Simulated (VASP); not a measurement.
# SrO: electric field gradients with PBEsol

SrO:

```xyz
2
Lattice="0.0514 2.5955 2.5955 2.5955 0.0514 2.5955 2.5955 2.5955 0.0514" Properties=species:S:1:pos:R:3 pbc="T T T"
Sr    0.0000    0.0000    0.0000
O     2.6212    2.6212    2.6212
```

This cell differs from its parent crystal: equal xy, yz and zx shear strains of +2 %.

| Item | Value |
| --- | --- |
| Program | VASP 6.6.1 |
| Task | electric field gradients |
| Functional | PBEsol |
| Potentials or basis | VASP PAW PBE potentials, release 64 (Sr_sv, O) |
| Cutoff | 520 eV |
| k mesh | 8 × 8 × 8 |
| Occupations | fermi-dirac, width 0.03 eV |
| Spin | no spin polarisation |
| Dipole correction | no |
| Further INCAR settings | ALGO = Normal; EDIFF = 1e-08; NBANDS = 15 |

The pressure is -0.3 GPa. The band gap on the k mesh is 3.13 eV, indirect (least direct gap 3.21 eV).

Stress tensor (GPa, compression positive):
```
-0.32 -1.15 -1.15
-1.15 -0.32 -1.15
-1.15 -1.15 -0.32
```

Levels at points of the mesh, in eV from the valence-band top:
```
           k point  band 5  band 6  band 7  band 8  band 9  band 10  band 11  band 12
(0.00, 0.00, 0.00)  -13.91   -0.07    0.00    0.00    3.80     5.90     6.26     6.26
(0.50, 0.00, 0.00)  -12.75   -2.25   -1.28   -1.14    6.47     8.29     8.70     9.07
(0.50, 0.50, 0.00)  -14.28   -0.46   -0.13   -0.09    3.13     7.74    10.16    10.21
(0.50, 0.50, 0.50)  -12.65   -2.25   -1.09   -1.09    6.39     8.24     8.69     8.69
```

Electric field gradients, principal values (V/Å²):
| atom | least | middle | greatest (by size) |
| --- | --- | --- | --- |
| 1 Sr | 7.617 | 7.617 | -15.235 |
| 2 O | -1.064 | -1.064 | 2.127 |

Run time: 24 s on 1 thread of AMD EPYC 9R45 96-Core Processor (Zen 5), with other jobs on the host, peak memory 0.15 GiB.

Caveat: the cell differs from its parent crystal (equal xy, yz and zx shear strains of +2 %); without QUAD_EFG the Cq values of the log hold for a quadrupole moment of 1 mb, not for the nuclei; the PAW data sets were made with another functional, which shifts forces and pressure a little. A k mesh can miss the band edges.
